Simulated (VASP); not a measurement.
# SnO2 (Cassiterite) (P1) in VASP: single point with PBE

Aim: the single point of SnO2 (Cassiterite) with PBE.

All numbers are computed with VASP 6.6.1; they aren't measurements. Logs are shortened: lines on timing, memory, paths and dates and some standing lists are left out, and cuts for length are marked.

**1. The cell of the first run**

The typed cell holds 6 atoms: a = 4.738 Å, b = 4.738 Å, c = 3.187 Å, α = 90.00°, β = 90.00°, γ = 90.00°.

**2. Single point, PBE**

Contents of INCAR:

```
ALGO = Normal ; EDIFF = 1E-6
ENCUT = 600 ; GGA = PE
GGA_COMPAT = F ; ISIF = 2
ISMEAR = 0 ; LASPH = T
LCHARG = T ; LELF = T
LREAL = F ; LVHAR = T
LWAVE = F ; NBANDS = 35
NELM = 120 ; PREC = Accurate
SIGMA = 0.01
```

Contents of KPOINTS:

```
k-points
0
Gamma
  4 4 6
```

Contents of POSCAR:

```
SnO2
1.0
    4.7380000000      0.0000000000      0.0000000000
    0.0000000000      4.7380000000      0.0000000000
    0.0000000000      0.0000000000      3.1865000000
Sn O
2 4
Direct
   -0.0023754920     -0.0029462869     -0.0037441883
    0.4975939747      0.4970148847      0.4963616975
    0.3024253887      0.3033133901     -0.0036927785
    0.1931630020      0.8035592914      0.4962721902
    0.6929866160      0.6907925414     -0.0035603910
    0.8026464006      0.1910789801      0.4962674162
```

Potentials or basis: VASP PAW PBE potentials, release 64 (Sn_d, O).

On the command line:

```console
$ cat potpaw_PBE.64/Sn_d/POTCAR potpaw_PBE.64/O/POTCAR > POTCAR
$ mpirun -np 1 vasp_std > vasp.out
```

OUTCAR:

```text
EDIFF = 1E-6
   ENCUT = 600
   GGA = PE
   ISIF = 2
   ISMEAR = 0
   LASPH = T
   LREAL = F
   NELM = 120
   PREC = Accurate

 ion  position               nearest neighbor table
   1  0.998  0.997  0.996-   5 2.05   3 2.05   6 2.06   6 2.06   4 2.06   4 2.06   2 3.71   2 3.71
                             2 3.71   2 3.71   2 3.71   2 3.71   2 3.71   2 3.71
   2  0.498  0.497  0.496-   4 2.05   6 2.05   3 2.06   3 2.06   5 2.06   5 2.06   1 3.71   1 3.71
                             1 3.71   1 3.71   1 3.71   1 3.71   1 3.71   1 3.71
   3  0.302  0.303  0.996-   1 2.05   2 2.06   2 2.06
   4  0.193  0.804  0.496-   2 2.05   1 2.06   1 2.06
   5  0.693  0.691  0.996-   1 2.05   2 2.06   2 2.06
   6  0.803  0.191  0.496-   2 2.05   1 2.06   1 2.06

  LATTYP: Found a simple tetragonal cell.
 ALAT       =     4.7380000000
 C/A-ratio  =     0.6725411566

  Lattice vectors:

 A1 = (   4.7380000000,   0.0000000000,   0.0000000000)
 A2 = (   0.0000000000,   4.7380000000,   0.0000000000)
 A3 = (   0.0000000000,   0.0000000000,   3.1865000000)

Analysis of symmetry for initial positions (statically):
=====================================================================
 Subroutine PRICEL returns:
 Original cell was already a primitive cell.

 Routine SETGRP: Setting up the symmetry group for a
 simple tetragonal supercell.

 Subroutine GETGRP returns: Found  1 space group operations
 (whereof  1 operations were pure point group operations)
 out of a pool of 16 trial point group operations.

The static configuration has the point symmetry C_1 .

Analysis of symmetry for dynamics (positions and initial velocities):
=====================================================================
 Subroutine PRICEL returns:
 Original cell was already a primitive cell.

 Routine SETGRP: Setting up the symmetry group for a
 simple tetragonal supercell.

 Subroutine GETGRP returns: Found  1 space group operations
 (whereof  1 operations were pure point group operations)
 out of a pool of 16 trial point group operations.

The dynamic configuration has the point symmetry C_1 .

 Subroutine INISYM returns: Found  1 space group operations
 (whereof  1 operations are pure point group operations),
 and found     1 'primitive' translations

----------------------------------------------------------------------------------------

                                     Primitive cell

  volume of cell :      71.5326

  direct lattice vectors                    reciprocal lattice vectors
     4.738000000  0.000000000  0.000000000     0.211059519  0.000000000  0.000000000
     0.000000000  4.738000000  0.000000000     0.000000000  0.211059519  0.000000000
     0.000000000  0.000000000  3.186500000     0.000000000  0.000000000  0.313823945

  length of vectors
     4.738000000  4.738000000  3.186500000     0.211059519  0.211059519  0.313823945

  position of ions in fractional coordinates (direct lattice)
     0.997624508  0.997053713  0.996255812
     0.497593975  0.497014885  0.496361697
     0.302425389  0.303313390  0.996307221
     0.193163002  0.803559291  0.496272190
     0.692986616  0.690792541  0.996439609
     0.802646401  0.191078980  0.496267416

  ion indices of the primitive-cell ions
   primitive index   ion index
                 1           1
                 2           2
                 3           3
                 4           4
                 5           5
                 6           6

----------------------------------------------------------------------------------------

 KPOINTS: k-points

Automatic generation of k-mesh.
 Grid dimensions read from file:
 generate k-points for:    4    4    6

 Generating k-lattice:

  Cartesian coordinates                     Fractional coordinates (reciprocal lattice)
     0.052764880  0.000000000  0.000000000     0.250000000  0.000000000  0.000000000
     0.000000000  0.052764880  0.000000000     0.000000000  0.250000000  0.000000000
     0.000000000  0.000000000  0.052303991     0.000000000  0.000000000  0.166666667

  Length of vectors
     0.052764880  0.052764880  0.052303991

  Shift w.r.t. Gamma in fractional coordinates (k-lattice)
     0.000000000  0.000000000  0.000000000

 Subroutine IBZKPT returns following result:
 ===========================================

 Found     52 irreducible k-points:

 Following reciprocal coordinates:
            Coordinates               Weight
  0.000000  0.000000  0.000000      1.000000
  0.250000  0.000000  0.000000      2.000000
  0.000000  0.250000  0.000000      2.000000
  0.500000  0.000000  0.000000      1.000000
  0.000000  0.500000  0.000000      1.000000
  0.250000  0.250000  0.000000      2.000000
[... 16 lines left out ...]
 -0.250000  0.500000  0.166667      2.000000
  0.500000 -0.250000  0.166667      2.000000
 [... further k-points ...]
   k-points           NKPTS =     52   k-points in BZ     NKDIM =     52   number of bands    NBANDS=     35
   number of dos      NEDOS =    301   number of ions     NIONS =      6
   total plane-waves  NPLWV =  44800
   dimension x,y,z NGX =    40 NGY =   40 NGZ =   28
   dimension x,y,z NGXF=    80 NGYF=   80 NGZF=   56
   ions per type =               2   4
   NGX,Y,Z   is equivalent  to a cutoff of  14.04, 14.04, 14.61 a.u.
   NGXF,Y,Z  is equivalent  to a cutoff of  28.07, 28.07, 29.22 a.u.
 SYSTEM =  unknown system
   PREC   = accura    normal or accurate (medium, high low for compatibility)
   ISTART =      0    job   : 0-new  1-cont  2-samecut
   ICHARG =      2    charge: 1-file 2-atom 10-const
   ISPIN  =      1    spin polarized calculation?
   LNONCOLLINEAR =      F non collinear calculations
   LSORBIT =      F    spin-orbit coupling
   LASPH  =      T    aspherical Exc in radial PAW
   ENCUT  =  600.0 eV  44.10 Ry    6.64 a.u.   9.46  9.46  6.36*2*pi/ulx,y,z
   NELM   =    120;   NELMIN=  2; NELMDL= -5     # of ELM steps
   EDIFF  = 0.1E-05   stopping-criterion for ELM
   LREAL  =      F    real-space projection
   EDIFFG = 0.1E-04   stopping-criterion for IOM
   NSW    =      0    number of steps for IOM
   IBRION =     -1    ionic relax: 0-MD 1-quasi-New 2-CG
   NFREE  =      0    steps in history (QN), initial steepest desc. (CG)
   ISIF   =      2    stress and relaxation
   ISYM   =      2    0-nonsym 1-usesym 2-fastsym
   POTIM  = 0.5000    time-step for ionic-motion
   TEBEG  =    0.0;   TEEND  =   0.0 temperature during run
   PSTRESS=    0.0 pullay stress
   NELECT =      52.0000    total number of electrons
   NUPDOWN=      -1.0000    fix difference up-down
   EMIN   =  10.00;   EMAX   =-10.00  energy-range for DOS
   EFERMI =   0.00;   METHOD = LEGACY
   ISMEAR =     0;   SIGMA  =   0.01  broadening in eV -4-tet -1-fermi 0-gaus
   EFERMI_NEDOS =   21; number of points for ismear=-14 and -15
   IALGO  =     38    algorithm
   IMIX   =      4    mixing-type and parameters
     AMIX     =   0.40;   BMIX     =  1.00
     AMIX_MAG =   1.60;   BMIX_MAG =  1.00
  volume/ion in A,a.u.               =      11.92        80.45
  Fermi-wavevector in a.u.,A,eV,Ry     =   1.472000  2.781677 29.480903  2.166785
  Thomas-Fermi vector in A             =   2.587068
   LORBIT       =      0    0 simple, 1 ext, 2 COOP (PROOUT), +10 PAW based schemes
   GGA     = PE    functional components
   LHFCALC =     F    Hartree Fock is set to
   AEXX    =    0.0000 exact exchange contribution
   IVDW    =     0    specifies the selected vdW correction
   LEPSILON=     F    determine dielectric tensor
   LRPA    =     F    only Hartree local field effects (RPA)
 non-spin polarized calculation
 Gauss-broadening in eV      SIGMA  =   0.01
  energy-cutoff  :      600.00
  volume of cell :       71.53
 maximum number of plane-waves:      2409
 NGX is ok and might be reduce to    40
   NGX = 19   NGY = 19   NGZ = 13

 number of electron      51.9999999 magnetization

 Free energy of the ion-electron system (eV)
  ---------------------------------------------------
  ext. energy  EPLUGINS =         0.00000000
  ---------------------------------------------------
  free energy    TOTEN  =       -37.17544670 eV

  energy without entropy =      -37.17544670  energy(sigma->0) =      -37.17544670

 E-fermi :   6.2143     XC(G=0): -11.2604

 val. band max:        6.1486268136   @ k =   0.0000   0.0000   0.0000
 cond. band min:       7.3851510580   @ k =   0.0000   0.0000   0.0000
 fundamental gap:      1.2365242444
 Fermi energy:         6.2143471160

 k-point     1 :       0.0000    0.0000    0.0000
  band No.  band energies     occupation
      1     -14.9700      2.00000
      2     -14.1688      2.00000
      3     -13.9143      2.00000
      4     -13.8864      2.00000
      5     -13.8861      2.00000
      6     -13.8243      2.00000
[... 27 lines left out ...]
     34      18.3421      0.00000
     35      18.7537      0.00000

 k-point     2 :       0.2500    0.0000    0.0000
  band No.  band energies     occupation
      1     -14.8732      2.00000
      2     -14.2890      2.00000
      3     -13.9143      2.00000
      4     -13.8863      2.00000
      5     -13.8825      2.00000
      6     -13.8821      2.00000
[... 27 lines left out ...]
     34      18.3667      0.00000
     35      18.7715      0.00000

 k-point     3 :       0.0000    0.2500    0.0000
  band No.  band energies     occupation
      1     -14.8733      2.00000
      2     -14.2891      2.00000
      3     -13.9143      2.00000
      4     -13.8863      2.00000
      5     -13.8823      2.00000
      6     -13.8823      2.00000
[... 27 lines left out ...]
     34      18.3531      0.00000
     35      18.7538      0.00000
[... 723 lines left out ...]
 k-point    23 :      -0.2500    0.5000    0.1667
  band No.  band energies     occupation
      1     -14.5759      2.00000
      2     -14.5754      2.00000
      3     -14.1108      2.00000
      4     -14.1102      2.00000
      5     -13.8388      2.00000
      6     -13.8387      2.00000
[... 27 lines left out ...]
     34      18.2733      0.00000
     35      18.6594      0.00000

 k-point    24 :       0.5000   -0.2500    0.1667
  band No.  band energies     occupation
      1     -14.5758      2.00000
      2     -14.5754      2.00000
      3     -14.1108      2.00000
      4     -14.1102      2.00000
      5     -13.8388      2.00000
      6     -13.8388      2.00000
[... 27 lines left out ...]
     34      18.2722      0.00000
     35      18.6701      0.00000

 [... further k-points ...]
[... 5 lines left out ...]
  --------------------------------------------------------------------------------------
  -------------------------------------------------------------------------------------
  Total        4.6053821      4.6350087      5.7576630      0.0006465     -0.0026936     -0.0028893
  in kB      103.1507091    103.8142809    128.9593360      0.0144797     -0.0603317     -0.0647134
  external PRESSURE =     111.9747753 kB  Pullay stress =       0.0000000 kB

 VOLUME and BASIS-vectors are now :
 -----------------------------------------------------------------------------
  energy-cutoff  :      600.00
  volume of cell :       71.53
      direct lattice vectors                 reciprocal lattice vectors
     4.738000000  0.000000000  0.000000000     0.211059519  0.000000000  0.000000000
     0.000000000  4.738000000  0.000000000     0.000000000  0.211059519  0.000000000
     0.000000000  0.000000000  3.186500000     0.000000000  0.000000000  0.313823945

 POSITION                                       TOTAL-FORCE (eV/Angst)
 -----------------------------------------------------------------------------------
      4.72674      4.72404      3.17457         0.003146      0.002232      0.001334
      2.35760      2.35486      1.58166         0.005315      0.005079      0.000763
      1.43289      1.43710      3.17473        -0.020741     -0.021667      0.001042
      0.91521      3.80726      1.58137         0.017399     -0.024484      0.000631
      3.28337      3.27298      3.17515         0.018622      0.021526     -0.004548
      3.80294      0.90533      1.58136        -0.023741      0.017314      0.000779
 -----------------------------------------------------------------------------------
    total drift:                                0.000120      0.000038     -0.000068

  FREE ENERGIE OF THE ION-ELECTRON SYSTEM (eV)
  ---------------------------------------------------
  free  energy   TOTEN  =       -37.1754466999 eV

  energy  without entropy=      -37.1754466999  energy(sigma->0) =      -37.17544670
```

Run time: 2 min. Hardware: 1 thread of Intel Xeon Platinum 8375C at 2.90GHz (Ice Lake), shared host; peak memory 0.28 GiB.

Results:

| Quantity | Value |
| --- | --- |
| Free energy | -37.1754 eV |
| Pressure | 11.2 GPa |
| Largest force | 0.030 eV/Å |
| Band gap on the k mesh | 1.24 eV, direct |

Forces on the atoms (eV/Å):
```
Sn   0.003  0.002  0.001
Sn   0.005  0.005  0.001
O   -0.021 -0.022  0.001
O    0.017 -0.024  0.001
O    0.019  0.022 -0.005
O   -0.024  0.017  0.001
```

Stress tensor (GPa, compression positive):
```
10.32  0.00 -0.01
 0.00 10.38 -0.01
-0.01 -0.01 12.90
```

Caveat: spin-orbit coupling is left out, which moves the levels of the heavy elements.
